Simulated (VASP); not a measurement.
# Si4S7 (a cell with a defect) in VASP: relaxation of the atoms with PBE

Aim: the relaxation of the atoms of Si4S7 (a cell with a defect) with PBE.

Everything below comes from runs of VASP 6.6.1. Logs are shortened: lines on timing, memory, paths and dates and some standing lists are left out, and cuts for length are marked.

### Step 1. The cell of the first run

The cell holds a defect, 11 atoms: a = 6.958 Å, b = 13.916 Å, c = 6.958 Å, α = 124.96°, β = 75.52°, γ = 132.61°.

### Step 2. Relaxation of the atoms, PBE (atoms taken out)

File INCAR:

```
  PREC = Accurate
  ENCUT = 450
  EDIFF = 1E-7
  ISMEAR = 0
  SIGMA = 0.05
  LREAL = False
  LASPH = True
  NELM = 120
  ALGO = Normal
  ISIF = 2
  LWAVE = False
  LCHARG = False
  GGA = PE
  IBRION = 2
  NSW = 50
  EDIFFG = -0.03
  GGA_COMPAT = False
  NELMIN = 4
  KPAR = 4
```

File KPOINTS:

```
Automatic mesh
0
Gamma
  3 3 3
```

File POSCAR:

```
Si4S7
1.0
   -3.2151910004      5.5007286288      2.7960599923
    6.4303820008    -11.0014572576      5.5921199846
    3.2151910004      5.5007286288     -2.7960599923
Si S
4 7
Direct
    0.7500000000      0.3750000000      0.0000000000
    0.2500000000      0.1250000000      0.0000000000
    0.7500000000      0.8750000000      0.0000000000
    0.2500000000      0.6250000000      0.0000000000
    0.8954378065      0.4099880727      0.7154139520
    0.3954378065      0.3400119273      0.0754616610
    0.6045621935      0.1599880727      0.9245383389
    0.8954378065      0.9099880727      0.7154139520
    0.1045621935      0.5900119273      0.2845860480
    0.3954378065      0.8400119273      0.0754616610
    0.6045621935      0.6599880727      0.9245383389
```

Potentials or basis: VASP PAW PBE potentials, release 64 (Si, S).

Started as:

```console
> cat potpaw_PBE.64/Si/POTCAR potpaw_PBE.64/S/POTCAR > POTCAR
> mpirun -np 4 vasp_std > vasp.out
```

OUTCAR:

```text
PREC = Accurate
   ENCUT = 450
   EDIFF = 1E-7
   ISMEAR = 0
   LREAL = False
   LASPH = True
   NELM = 120
   ISIF = 2
   GGA = PE
   IBRION = 2
   NSW = 50
   EDIFFG = -0.03
   NELMIN = 4

 ion  position               nearest neighbor table
   1  0.750  0.375  0.000-   5 2.15   9 2.15   6 2.15   7 2.15   4 2.80   2 2.80
   2  0.250  0.125  0.000-   8 2.15   7 2.15   6 2.15   1 2.80   3 2.80
   3  0.750  0.875  0.000-   8 2.15  10 2.15  11 2.15   2 2.80   4 2.80
   4  0.250  0.625  0.000-   9 2.15   5 2.15  11 2.15  10 2.15   3 2.80   1 2.80
   5  0.895  0.410  0.715-   1 2.15   4 2.15
   6  0.395  0.340  0.075-   1 2.15   2 2.15
   7  0.605  0.160  0.925-   1 2.15   2 2.15
   8  0.895  0.910  0.715-   3 2.15   2 2.15
   9  0.105  0.590  0.285-   4 2.15   1 2.15
  10  0.395  0.840  0.075-   3 2.15   4 2.15
  11  0.605  0.660  0.925-   3 2.15   4 2.15

  LATTYP: Found a base centered monoclinic cell.
 ALAT       =     8.5218318804
 B/A-ratio  =     1.2909732804
 C/A-ratio  =     1.0000000000
 COS(beta)  =    -0.1387741963

  Lattice vectors:

 A1 = (  -3.2151910004,   5.5007286288,   2.7960599923)
 A2 = (  -3.2151910004,  -5.5007286288,   2.7960599923)
 A3 = (   6.4303820008,   0.0000000000,   5.5921199846)

Analysis of symmetry for initial positions (statically):
=====================================================================
 Subroutine PRICEL returns:
 Original cell was already a primitive cell.

 Routine SETGRP: Setting up the symmetry group for a
 base centered monoclinic supercell.

 Subroutine GETGRP returns: Found  1 space group operations
 (whereof  1 operations were pure point group operations)
 out of a pool of  4 trial point group operations.

The static configuration has the point symmetry C_1 .

Analysis of symmetry for dynamics (positions and initial velocities):
=====================================================================
 Subroutine PRICEL returns:
 Original cell was already a primitive cell.

 Routine SETGRP: Setting up the symmetry group for a
 base centered monoclinic supercell.

 Subroutine GETGRP returns: Found  1 space group operations
 (whereof  1 operations were pure point group operations)
 out of a pool of  4 trial point group operations.

The dynamic configuration has the point symmetry C_1 .

 Subroutine INISYM returns: Found  1 space group operations
 (whereof  1 operations are pure point group operations),
 and found     1 'primitive' translations

----------------------------------------------------------------------------------------

                                     Primitive cell

  volume of cell :     395.6065

  direct lattice vectors                    reciprocal lattice vectors
    -3.215191000  5.500728629  2.796059992     0.000000000  0.090897049  0.178823059
     6.430382001-11.001457258  5.592119985     0.077755878  0.000000000  0.089411529
     3.215191000  5.500728629 -2.796059992     0.155511757  0.090897049  0.000000000

  length of vectors
     6.957975287 13.915950574  6.957975287     0.200599003  0.118492186  0.180128232

  position of ions in fractional coordinates (direct lattice)
     0.750000000  0.375000000  0.000000000
     0.250000000  0.125000000  0.000000000
     0.750000000  0.875000000  0.000000000
     0.250000000  0.625000000  0.000000000
     0.895437806  0.409988073  0.715413952
     0.395437806  0.340011927  0.075461661
     0.604562194  0.159988073  0.924538339
     0.895437806  0.909988073  0.715413952
     0.104562194  0.590011927  0.284586048
     0.395437806  0.840011927  0.075461661
     0.604562194  0.659988073  0.924538339

  ion indices of the primitive-cell ions
   primitive index   ion index
                 1           1
                 2           2
                 3           3
                 4           4
                 5           5
                 6           6
                 7           7
                 8           8
                 9           9
                10          10
                11          11

----------------------------------------------------------------------------------------

 KPOINTS: Automatic mesh

Automatic generation of k-mesh.
 Grid dimensions read from file:
 generate k-points for:    3    3    3

 Generating k-lattice:

  Cartesian coordinates                     Fractional coordinates (reciprocal lattice)
     0.000000000  0.030299016  0.059607686     0.333333333  0.000000000  0.000000000
     0.025918626  0.000000000  0.029803843     0.000000000  0.333333333  0.000000000
     0.051837252  0.030299016  0.000000000     0.000000000  0.000000000  0.333333333

  Length of vectors
     0.066866334  0.039497395  0.060042744

  Shift w.r.t. Gamma in fractional coordinates (k-lattice)
     0.000000000  0.000000000  0.000000000

 Subroutine IBZKPT returns following result:
 ===========================================

 Found     14 irreducible k-points:

 Following reciprocal coordinates:
            Coordinates               Weight
  0.000000  0.000000  0.000000      1.000000
  0.333333  0.000000 -0.000000      2.000000
 -0.000000  0.333333  0.333333      2.000000
  0.000000  0.333333  0.000000      2.000000
  0.333333  0.333333 -0.000000      2.000000
 -0.000000 -0.000000  0.333333      2.000000
 -0.333333  0.333333  0.000000      2.000000
  0.000000  0.333333 -0.333333      2.000000
  0.333333  0.000000  0.333333      2.000000
  0.333333 -0.333333  0.333333      2.000000
 -0.333333  0.000000  0.333333      2.000000
  0.333333  0.333333  0.333333      2.000000
 -0.333333  0.333333  0.333333      2.000000
 -0.333333 -0.333333  0.333333      2.000000
   k-points           NKPTS =     14   k-points in BZ     NKDIM =     14   number of bands    NBANDS=     35
   number of dos      NEDOS =    301   number of ions     NIONS =     11
   total plane-waves  NPLWV = 221184
   dimension x,y,z NGX =    48 NGY =   96 NGZ =   48
   dimension x,y,z NGXF=    96 NGYF=  192 NGZF=   96
   ions per type =               4   7
   NGX,Y,Z   is equivalent  to a cutoff of  11.47, 11.47, 11.47 a.u.
   NGXF,Y,Z  is equivalent  to a cutoff of  22.94, 22.94, 22.94 a.u.
 SYSTEM =  unknown system
   PREC   = accura    normal or accurate (medium, high low for compatibility)
   ISTART =      0    job   : 0-new  1-cont  2-samecut
   ICHARG =      2    charge: 1-file 2-atom 10-const
   ISPIN  =      1    spin polarized calculation?
   LNONCOLLINEAR =      F non collinear calculations
   LSORBIT =      F    spin-orbit coupling
   LASPH  =      T    aspherical Exc in radial PAW
   ENCUT  =  450.0 eV  33.07 Ry    5.75 a.u.  12.03 24.07 12.03*2*pi/ulx,y,z
   NELM   =    120;   NELMIN=  4; NELMDL= -5     # of ELM steps
   EDIFF  = 0.1E-06   stopping-criterion for ELM
   LREAL  =      F    real-space projection
   EDIFFG = -.3E-01   stopping-criterion for IOM
   NSW    =     50    number of steps for IOM
   IBRION =      2    ionic relax: 0-MD 1-quasi-New 2-CG
   NFREE  =      1    steps in history (QN), initial steepest desc. (CG)
   ISIF   =      2    stress and relaxation
   ISYM   =      2    0-nonsym 1-usesym 2-fastsym
   POTIM  = 0.5000    time-step for ionic-motion
   TEBEG  =    0.0;   TEEND  =   0.0 temperature during run
   PSTRESS=    0.0 pullay stress
   NELECT =      58.0000    total number of electrons
   NUPDOWN=      -1.0000    fix difference up-down
   EMIN   =  10.00;   EMAX   =-10.00  energy-range for DOS
   EFERMI =   0.00;   METHOD = LEGACY
   ISMEAR =     0;   SIGMA  =   0.05  broadening in eV -4-tet -1-fermi 0-gaus
   EFERMI_NEDOS =   21; number of points for ismear=-14 and -15
   IALGO  =     38    algorithm
   IMIX   =      4    mixing-type and parameters
     AMIX     =   0.40;   BMIX     =  1.00
     AMIX_MAG =   1.60;   BMIX_MAG =  1.00
  volume/ion in A,a.u.               =      35.96       242.70
  Fermi-wavevector in a.u.,A,eV,Ry     =   0.863236  1.631280 10.138746  0.745177
  Thomas-Fermi vector in A             =   1.981156
   LORBIT       =      0    0 simple, 1 ext, 2 COOP (PROOUT), +10 PAW based schemes
   GGA     = PE    functional components
   LHFCALC =     F    Hartree Fock is set to
   AEXX    =    0.0000 exact exchange contribution
   IVDW    =     0    specifies the selected vdW correction
   LEPSILON=     F    determine dielectric tensor
   LRPA    =     F    only Hartree local field effects (RPA)
 conjugate gradient relaxation of ions
 non-spin polarized calculation
 Gauss-broadening in eV      SIGMA  =   0.05
  energy-cutoff  :      450.00
  volume of cell :      395.61
 maximum number of plane-waves:      8603
   NGX = 25   NGY = 49   NGZ = 25

--------------------------------------- Ionic step        1  -------------------------------------------

 number of electron      58.0000001 magnetization

 Free energy of the ion-electron system (eV)
  ---------------------------------------------------
  ext. energy  EPLUGINS =         0.00000000
  ---------------------------------------------------
  free energy    TOTEN  =       -55.66667292 eV

  energy without entropy =      -55.66667292  energy(sigma->0) =      -55.66667292

 E-fermi :   0.4397     XC(G=0):  -6.5177

 val. band max:        0.2178459400   @ k =  -0.3333   0.0000   0.3333
 cond. band min:       1.5077808042   @ k =   0.3333   0.0000  -0.0000
 fundamental gap:      1.2899348642
 Fermi energy:         0.4397146430

 k-point     1 :       0.0000    0.0000    0.0000
  band No.  band energies     occupation
      1     -14.7156      2.00000
      2     -14.0587      2.00000
      3     -13.5504      2.00000
      4     -12.5775      2.00000
      5     -12.4213      2.00000
      6     -12.4150      2.00000
[... 649 lines left out ...]
  FREE ENERGIE OF THE ION-ELECTRON SYSTEM (eV)
  ---------------------------------------------------
  free  energy   TOTEN  =       -55.9512691172 eV

  energy  without entropy=      -55.9512691172  energy(sigma->0) =      -55.95126912

[... ionic steps 4 to 18 ...]

--------------------------------------- Ionic step       19  -------------------------------------------

 number of electron      57.9999999 magnetization

------------------------ aborting loop because EDIFF is reached ----------------------------------------

  FORCE on cell =-STRESS in cart. coord.  units (eV):
  Direction    XX          YY          ZZ          XY          YZ          ZX
  --------------------------------------------------------------------------------------
  -------------------------------------------------------------------------------------
  Total       -0.3483099     -0.3175647    -12.5495621      0.1050471      0.0072552      0.0167422
  in kB       -1.4106295     -1.2861134    -50.8248006      0.4254332      0.0293832      0.0678046
  external PRESSURE =     -17.8405145 kB  Pullay stress =       0.0000000 kB
[... 75 lines left out ...]
  energy  without entropy=      -56.3180698658  energy(sigma->0) =      -56.31806987

--------------------------------------- Ionic step       21  -------------------------------------------

 number of electron      58.0000000 magnetization

 Free energy of the ion-electron system (eV)
  ---------------------------------------------------
  ext. energy  EPLUGINS =         0.00000000
  ---------------------------------------------------
  free energy    TOTEN  =       -56.31828667 eV

  energy without entropy =      -56.31828667  energy(sigma->0) =      -56.31828667

 E-fermi :  -0.2987     XC(G=0):  -6.5211

 val. band max:       -0.5554308350   @ k =  -0.3333   0.3333   0.0000
 cond. band min:       2.1722205488   @ k =   0.3333   0.0000   0.3333
 fundamental gap:      2.7276513838
 Fermi energy:        -0.2986841774

 k-point     1 :       0.0000    0.0000    0.0000
  band No.  band energies     occupation
      1     -14.4549      2.00000
      2     -13.8146      2.00000
      3     -13.5252      2.00000
      4     -12.6756      2.00000
      5     -12.1929      2.00000
      6     -12.1884      2.00000
[... 559 lines left out ...]
  FREE ENERGIE OF THE ION-ELECTRON SYSTEM (eV)
  ---------------------------------------------------
  free  energy   TOTEN  =       -56.3182866695 eV

  energy  without entropy=      -56.3182866695  energy(sigma->0) =      -56.31828667

 reached required accuracy - stopping structural energy minimisation
```

It took 17 min on 4 MPI ranks of Intel Xeon Platinum 8259CL at 2.50GHz (Skylake/Cascade Lake), shared host; peak memory 0.6 GiB.

What came out:

```yaml
Free_energy: -56.3183 eV
Energy_gained_by_relaxing: 59.2 meV/atom
Ionic_steps: 21
Pressure_after_relaxing: -1.7 GPa
Largest_force_after_relaxing: 0.026 eV/Å
Band_gap_on_the_k_mesh: 2.73 eV
```

Forces in eV/Å, atoms in the order of the input:
```
Si   0.006  0.005  0.015
Si  -0.011 -0.011 -0.018
Si  -0.013 -0.012  0.018
Si   0.004  0.003 -0.016
S   -0.005 -0.004 -0.002
S   -0.001  0.000  0.004
S    0.002 -0.001  0.004
S    0.019  0.016  0.001
S    0.004  0.007  0.001
S    0.000  0.004 -0.004
S   -0.004 -0.006 -0.004
```

Stress tensor (GPa, compression positive):
```
-0.03  0.04  0.01
 0.04 -0.02  0.00
 0.01  0.00 -5.02
```

The path:
```tsv
step	energy change (eV)	largest force (eV/Å)	pressure (GPa)
1	0.0000	1.9133	-0.58
2	-0.2627	0.7153	-1.38
3	-0.2846	0.7782	-1.63
4	-0.4034	0.5915	-1.62
5	-0.4369	0.8746	-1.57
6	-0.5293	0.5476	-1.30
7	-0.5552	0.3795	-1.03
8	-0.5902	0.4015	-1.27
9	-0.6067	0.4781	-1.58
10	-0.6208	0.2158	-1.69
11	-0.6219	0.2940	-1.74
12	-0.6349	0.2620	-1.65
13	-0.6405	0.2911	-1.56
14	-0.6456	0.1185	-1.59
15	-0.6458	0.1008	-1.58
16	-0.6480	0.0899	-1.69
17	-0.6481	0.1095	-1.73
18	-0.6500	0.0953	-1.75
19	-0.6508	0.0788	-1.78
20	-0.6514	0.0661	-1.65
21	-0.6516	0.0256	-1.69
```

Final structure:
```cif
data_structure
_symmetry_space_group_name_H-M 'P 1'
_symmetry_Int_Tables_number 1
_cell_length_a 6.9580
_cell_length_b 13.9160
_cell_length_c 6.9580
_cell_angle_alpha 124.956
_cell_angle_beta 75.523
_cell_angle_gamma 132.612
_cell_volume 395.61
loop_
_atom_site_label
_atom_site_type_symbol
_atom_site_fract_x
_atom_site_fract_y
_atom_site_fract_z
_atom_site_occupancy
Si1 Si 0.74240 0.37328 0.01607 1
Si2 Si 0.20261 0.09766 0.97268 1
Si3 Si 0.77687 0.88478 0.97220 1
Si4 Si 0.26959 0.63683 0.01593 1
S1 S 0.90360 0.41681 0.73728 1
S2 S 0.37527 0.32876 0.08579 1
S3 S 0.58125 0.15273 0.93945 1
S4 S 0.87378 0.89189 0.65708 1
S5 S 0.10828 0.59320 0.29463 1
S6 S 0.42880 0.85576 0.08732 1
S7 S 0.63299 0.67829 0.93698 1
```

Levels at points of the mesh, in eV from the valence-band top:
```csv
k point,band 25,band 26,band 27,band 28,band 29,band 30,band 31,band 32,band 33,band 34
"(0.00, 0.00, 0.00)",-0.84,-0.73,-0.63,-0.26,-0.13,2.80,3.31,3.58,3.72,4.14
```

Caveat: the cell differs from its parent crystal (atoms taken out).
